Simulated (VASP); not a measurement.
The system is Zn.

```xyz
2
Lattice="0.0000 2.7100 2.7100 2.7100 0.0000 2.7100 2.7100 2.7100 0.0000" Properties=species:S:1:pos:R:3 pbc="T T T"
Zn    5.4200    5.4200    5.4200
Zn    1.3550    1.3550    1.3550
```

This isn't the form of Zn at room conditions, which is hcp.

```yaml
Program: VASP 6.6.1
Task: relaxation of cell and atoms
Functional: PBE
Potentials_or_basis: VASP PAW PBE potentials, release 64 (Zn)
Cutoff: 500 eV
k_mesh: 7 × 7 × 7
Occupations: fermi-dirac, width 0.05 eV
Spin: no spin polarisation
```

At the start: pressure 10.3 GPa; volume 19.90 Å³/atom.

Q: Where does the relaxation end?

A: Over 4 steps the energy falls by 132.0 meV/atom and the volume is 24.87 Å³/atom (+25.0 %); space group Fd-3m (No. 227, to 0.1 Å) before and after.

The path:
```tsv
step	energy change (eV)	largest force (eV/Å)	pressure (GPa)	volume (Å³)
1	0.0000	0.0000	10.34	39.81
2	-0.2560	0.0000	1.35	47.68
3	-0.2635	0.0000	-0.31	50.25
4	-0.2641	0.0000	-0.02	49.74
```

Final structure:
```
Zn
1.0
     0.00000    2.91896    2.91896
     2.91896    0.00000    2.91896
     2.91896    2.91896    0.00000
Zn
2
Direct
  0.00000 0.00000 0.00000
  0.25000 0.25000 0.25000
```

Caveat: the volume moved by over 15 % at a fixed basis, so the end points are rough.
